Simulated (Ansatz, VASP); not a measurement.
## Two plane-wave programs on GeSb2Te4

Contents of INCAR:

```
SYSTEM = GeSb2Te4
  PREC = Accurate
  ENCUT = 520
  EDIFF = 1E-6
  ISMEAR = 0
  SIGMA = 0.03
  LREAL = .False.
  LASPH = .True.
  NELM = 60
  ALGO = Normal
  ISIF = 2
  LWAVE = .False.
  LCHARG = .False.
  GGA = PE
  NBANDS = 33
```

The input KPOINTS:

```
regular mesh
0
Gamma
  9 9 3
  0 0 0
```

Contents of POSCAR:

```
GeSb2Te4
1.0
   -4.2977010893      0.0000000000      0.0000000000
   -2.1488505447     -3.7219183212      0.0000000000
   -2.6860631808     -1.5507993005     14.1302728042
Ge Sb Te
1 2 4
Direct
    0.4157592593      0.4157592593      0.2073377777
   -0.1525809831     -0.1525809831      0.7713543595
    0.6327052131      0.6327052131      0.4866674886
    0.7906464112      0.7906464112      0.1076086130
   -0.5363481777     -0.5363481777      0.8923956264
    0.2411550543      0.2411550543      0.6263878696
    0.0175269729      0.0175269729      0.3630952651
```

Input for Ansatz:

```yaml
crystal:
  lattice:
    - [-4.2977010893, 0.0, 0.0]
    - [-2.1488505447, -3.7219183212, 0.0]
    - [-2.6860631808, -1.5507993005, 14.1302728042]
  atoms:
    - { symbol: Ge, position: [0.4157592593, 0.4157592593, 0.2073377777] }
    - { symbol: Sb, position: [-0.1525809831, -0.1525809831, 0.7713543595] }
    - { symbol: Sb, position: [0.6327052131, 0.6327052131, 0.4866674886] }
    - { symbol: Te, position: [0.7906464112, 0.7906464112, 0.107608613] }
    - { symbol: Te, position: [-0.5363481777, -0.5363481777, 0.8923956264] }
    - { symbol: Te, position: [0.2411550543, 0.2411550543, 0.6263878696] }
    - { symbol: Te, position: [0.0175269729, 0.0175269729, 0.3630952651] }
basis:
  ecutwfc: 420
kpoints:
  mp_grid: { grid: [9, 9, 3] }
hamiltonian:
  xc: pbe
scf:
  occupations: { method: gaussian, width: 0.03 }
output:
  forces: true
  stress: true
  eigenvalues: true
```

Alike in both runs: task single point; functional PBE; k mesh 9 × 9 × 3; occupations gaussian, width 0.03 eV; no spin polarisation.

|  | VASP | Ansatz |
| --- | --- | --- |
| version | VASP 6.6.1 | Ansatz 0.2.0 |
| potentials or method | VASP PAW PBE potentials, release 64 (Ge_d, Sb, Te), cutoff 520 eV | scalar-relativistic, plane waves, PAW |
| valence electrons in the cell | 48 | 108 |

Ansatz gave:

* gap on the k mesh at the Fermi level (eV): 0.37
* least direct gap on the mesh (eV): 0.44
* pressure (GPa): 0.1
* traceless stress, the component that is largest in VASP (GPa): 0.39
* rms of the force components (eV/Å): 0.040

Q: Which values does VASP return?

A: gap on the k mesh at the Fermi level (eV): 0.36; least direct gap on the mesh (eV): 0.43; pressure (GPa): 0.1; traceless stress, the component that is largest in VASP (GPa): 0.39; rms of the force components (eV/Å): 0.041.

Atom by atom the forces differ by 0.010 eV/Å (rms over components). VASP's potentials hold 48 valence electrons a cell and Ansatz's 108, so a difference there can come from the potentials and not from the codes.

Spin-orbit coupling is off throughout.
